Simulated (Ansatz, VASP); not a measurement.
# One calculation of W, two programs

Contents of INCAR:

```
ALGO = Fast
EDIFF = 1E-7
ENCUT = 520
GGA = PE
ISIF = 2
ISMEAR = 0
LASPH = T
LCHARG = F
LREAL = F
LWAVE = F
NBANDS = 13
NELM = 80
PREC = Accurate
SIGMA = 0.15
```

KPOINTS

```
k-points
0
Gamma
  24 24 24
```

File POSCAR:

```
W
1.0
   -1.7929988887      1.7929988887      1.2676502143
    1.7929988887     -1.7929988887      1.2676502143
    1.7929988887      1.7929988887     -1.2676502143
W
1
Direct
    0.0000000000      0.0000000000      0.0000000000
```

Input for Ansatz:

```yaml
crystal:
  lattice:
    - [-1.7929988887, 1.7929988887, 1.2676502143]
    - [1.7929988887, -1.7929988887, 1.2676502143]
    - [1.7929988887, 1.7929988887, -1.2676502143]
  atoms:
    - { symbol: W, position: [0.0, 0.0, 0.0] }
basis:
  ecutwfc: 420
kpoints:
  mp_grid: { grid: [24, 24, 24] }
hamiltonian:
  xc: pbe
scf:
  occupations: { method: gaussian, width: 0.15 }
output:
  forces: true
  stress: true
  eigenvalues: true
  write_density: true
  write_potential: true
  elf: true
  volumetric_format: npy
```

Alike in both runs: task single point; functional PBE; k mesh 24 × 24 × 24; occupations gaussian, width 0.15 eV; no spin polarisation.

|  | VASP | Ansatz |
| --- | --- | --- |
| version | VASP 6.6.1 | Ansatz 0.2.0 |
| potentials or method | VASP PAW PBE potentials, release 64 (W_sv), cutoff 520 eV | scalar-relativistic, plane waves, PAW |
| valence electrons in the cell | 14 | 14 |

```csv
,VASP,Ansatz,Ansatz less VASP
gap on the k mesh at the Fermi level (eV),none,none,-
pressure (GPa),15.0,14.3,-0.72
"traceless stress, the component that is largest in VASP (GPa)",33.25,32.61,-0.639
```

A gap of «none» marks a metal or a gap that the smearing closes.

Neither program's run includes spin-orbit coupling.
